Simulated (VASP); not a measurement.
# CdS (Greenockite) (P6_3mc) in VASP: further runs, part 2 of 2

VASP 6.6.1. The steps go on from the part before.

## 5. Single point, PBEsol

File INCAR:

```
PREC     = Accurate       # precision mode
ENCUT    = 520            # plane-wave cutoff, eV
EDIFF    = 1E-6           # SCF threshold, eV
ISMEAR   = 0              # smearing method
SIGMA    = 0.01           # smearing width, eV
LREAL    = False          # projectors in reciprocal space
LASPH    = True           # aspherical terms in the spheres
NELM     = 100            # most SCF steps
ALGO     = Normal         # electronic algorithm
ISIF     = 2              # what is computed and relaxed
LWAVE    = False          # write WAVECAR
LCHARG   = True           # write CHGCAR
GGA      = PS             # functional
LELF     = True           # ELF
LVHAR    = True         
NBANDS   = 26             # bands
```

File KPOINTS:

```
Automatic mesh
0
Gamma
  6 6 4
```

File POSCAR:

```
CdS
1.0
    4.1646212372      0.0000000000      0.0000000000
   -2.0823106186      3.6066677886      0.0000000000
    0.0000000000      0.0000000000      6.7659754123
Cd S
2 2
Direct
    0.3333333333      0.6666666667     -0.0009650885
    0.6666666667      0.3333333333      0.4990349115
    0.3333333333      0.6666666667      0.3759650885
    0.6666666667      0.3333333333      0.8759650885
```

Run with:

```sh
> cat potpaw_PBE.64/Cd/POTCAR potpaw_PBE.64/S/POTCAR > POTCAR
> mpirun -np 1 vasp_std > vasp.out
```

It took 2.2 min on 1 thread of AMD EPYC 7R13, shared host; peak memory 0.2 GiB.

Results (log left out):

```
Free energy            : -13.6228 eV
Pressure               : -1.3 GPa
Band gap on the k mesh : 1.04 eV, direct
```

Levels at points of the mesh, in eV from the valence-band top:
| k point | band 14 | band 15 | band 16 | band 17 | band 18 | band 19 | band 20 | band 21 | band 22 | band 23 |
| --- | --- | --- | --- | --- | --- | --- | --- | --- | --- | --- |
| (0.00, 0.00, 0.00) | -0.74 | -0.74 | -0.04 | 0.00 | 0.00 | 1.04 | 2.64 | 6.38 | 6.38 | 6.70 |
| (0.50, 0.00, 0.00) | -3.50 | -2.60 | -1.84 | -1.27 | -0.74 | 3.58 | 3.75 | 4.99 | 6.25 | 6.94 |
| (0.00, 0.00, 0.50) | -2.46 | -0.38 | -0.38 | -0.38 | -0.38 | 2.70 | 2.70 | 6.05 | 6.05 | 6.73 |
| (0.50, 0.00, 0.50) | -4.10 | -1.32 | -1.32 | -1.30 | -1.30 | 3.35 | 3.35 | 5.26 | 5.26 | 7.73 |

Caveat: the PAW data sets were made with another functional, which shifts forces and pressure a little.

## 6. Single point, PBEsol

File INCAR:

```
SYSTEM = CdS
  PREC = Accurate
  ENCUT = 500
  EDIFF = 1E-6
  ISMEAR = -5
  SIGMA = 0.1
  LREAL = .False.
  LASPH = .True.
  NELM = 120
  ALGO = Normal
  ISIF = 2
  LWAVE = .False.
  LCHARG = .True.
  GGA = PS
  LELF = .True.
  LVHAR = .True.
  NBANDS = 26
  GGA_COMPAT = .False.
```

File KPOINTS:

```
regular mesh
0
Gamma
  6 6 4
  0 0 0
```

POSCAR is that of step 5.

Potentials or basis: VASP PAW PBE potentials, release 64 (Cd, S).

Run with:

```sh
> cat potpaw_PBE.64/Cd/POTCAR potpaw_PBE.64/S/POTCAR > POTCAR
> mpirun -np 1 vasp_std > vasp.out
```

Run time: 54 s. Hardware: 1 thread of Intel Xeon 6975P-C, shared host; peak memory 0.22 GiB.

It converged, with:

```
Free energy            : -13.6226 eV
Pressure               : -1.3 GPa
Band gap on the k mesh : 1.04 eV, direct
```

Levels at points of the mesh, in eV from the valence-band top:
| k point | band 14 | band 15 | band 16 | band 17 | band 18 | band 19 | band 20 | band 21 | band 22 | band 23 |
| --- | --- | --- | --- | --- | --- | --- | --- | --- | --- | --- |
| (0.00, 0.00, 0.00) | -0.74 | -0.74 | -0.04 | 0.00 | 0.00 | 1.04 | 2.64 | 6.38 | 6.38 | 6.70 |
| (0.50, 0.00, 0.00) | -3.50 | -2.60 | -1.84 | -1.27 | -0.74 | 3.58 | 3.75 | 4.99 | 6.25 | 6.94 |
| (0.00, 0.00, 0.50) | -2.46 | -0.38 | -0.38 | -0.38 | -0.38 | 2.70 | 2.70 | 6.05 | 6.05 | 6.73 |
| (0.50, 0.00, 0.50) | -4.10 | -1.32 | -1.32 | -1.30 | -1.30 | 3.35 | 3.35 | 5.26 | 5.26 | 7.73 |

Caveat: the PAW data sets were made with another functional, which shifts forces and pressure a little.

## 7. Single point, PBEsol

File INCAR:

```
  PREC = Accurate
  ENCUT = 500
  EDIFF = 1E-6
  ISMEAR = -1
  SIGMA = 0.2
  LREAL = F
  LASPH = T
  NELM = 120
  ALGO = Normal
  ISIF = 2
  LWAVE = F
  LCHARG = T
  GGA = PS
  LELF = T
  LVHAR = T
  NBANDS = 26
  GGA_COMPAT = F
```

File KPOINTS:

```
Automatic mesh
0
Gamma
  6 6 4
```

POSCAR is that of step 6.

Run with:

```sh
> cat potpaw_PBE.64/Cd/POTCAR potpaw_PBE.64/S/POTCAR > POTCAR
> mpirun -np 1 vasp_std > vasp.out
```

Run time: 55 s. Hardware: 1 thread of Intel Xeon 6975P-C, shared host; peak memory 0.22 GiB.

It converged, with:

* Free energy: -13.6243 eV
* Pressure: -1.2 GPa
* Band gap on the k mesh: 1.04 eV, direct

Levels at points of the mesh, in eV from the valence-band top:
```tsv
k point	band 16	band 17	band 18	band 19	band 20	band 21
(0.00, 0.00, 0.00)	-0.04	0.00	0.00	1.04	2.64	6.38
(0.50, 0.00, 0.00)	-1.84	-1.27	-0.74	3.58	3.75	4.99
(0.00, 0.00, 0.50)	-0.38	-0.38	-0.38	2.70	2.70	6.05
(0.50, 0.00, 0.50)	-1.32	-1.30	-1.30	3.35	3.35	5.26
```

Caveat: the PAW data sets were made with another functional, which shifts forces and pressure a little.

## 8. Overview

```csv
k mesh,cutoff (eV),smearing,gap on the mesh (eV),pressure (GPa)
8 × 8 × 1,520,gaussian 0.01 eV,1.06,-1.8
6 × 6 × 4,520,gaussian 0.01 eV,1.04,-1.3
6 × 6 × 4,520,gaussian 0.05 eV,1.04,-1.2
6 × 6 × 4,500,tetrahedron,1.04,-1.3
6 × 6 × 4,500,fermi-dirac 0.2 eV,1.04,-1.2
```

Alike in all rows: task single point; level PBEsol; potentials or basis VASP PAW PBE potentials, release 64 (Cd, S); no spin polarisation; cell as given.

Caveats: some runs use coarse meshes; the PAW data sets were made with another functional, which shifts forces and pressure a little.

Absolute energies hang on the potentials; compare differences alone.

## 9. Comparison with measurements

Step 3. A measured gap of CdS is 2.5809 eV (quoted in “Isotope dependence of band-gap energy”, 2008, arxiv:0807.2152); the calculated 1.04 eV misses it by -1.54 eV. So large a miss can be the level of theory's own, or it may mean another phase, state or a wrong row. Spin-orbit coupling on Cd is left out. The value is that of PBEsol, without temperature or zero-point motion. Semilocal functionals fall short of measured gaps as a rule.

Step 4. A measured gap of CdS is 2.5809 eV (quoted in “Isotope dependence of band-gap energy”, 2008, arxiv:0807.2152); the calculated 1.04 eV misses it by -1.54 eV. So large a miss can be the level of theory's own, or it may mean another phase, state or a wrong row. Spin-orbit coupling on Cd is left out. The value is that of PBEsol, without temperature or zero-point motion. Semilocal functionals fall short of measured gaps as a rule.

Step 5. Measured gap of CdS: 2.5809 eV (quoted in “Isotope dependence of band-gap energy”, 2008, arxiv:0807.2152). This calculation gives 1.04 eV (-1.54 eV). So large a miss can be the level of theory's own, or it may mean another phase, state or a wrong row. Spin-orbit coupling on Cd is left out. The value is that of PBEsol, without temperature or zero-point motion. Semilocal functionals fall short of measured gaps as a rule.

Step 6. Measured gap of CdS: 2.5809 eV (quoted in “Isotope dependence of band-gap energy”, 2008, arxiv:0807.2152). This calculation gives 1.04 eV (-1.54 eV). So large a miss can be the level of theory's own, or it may mean another phase, state or a wrong row. Spin-orbit coupling on Cd is left out. The value is that of PBEsol, without temperature or zero-point motion. Semilocal functionals fall short of measured gaps as a rule.

Step 7. A measured gap of CdS is 2.5809 eV (quoted in “Isotope dependence of band-gap energy”, 2008, arxiv:0807.2152); the calculated 1.04 eV misses it by -1.54 eV. So large a miss can be the level of theory's own, or it may mean another phase, state or a wrong row. Spin-orbit coupling on Cd is left out. The value is that of PBEsol, without temperature or zero-point motion. Semilocal functionals fall short of measured gaps as a rule.
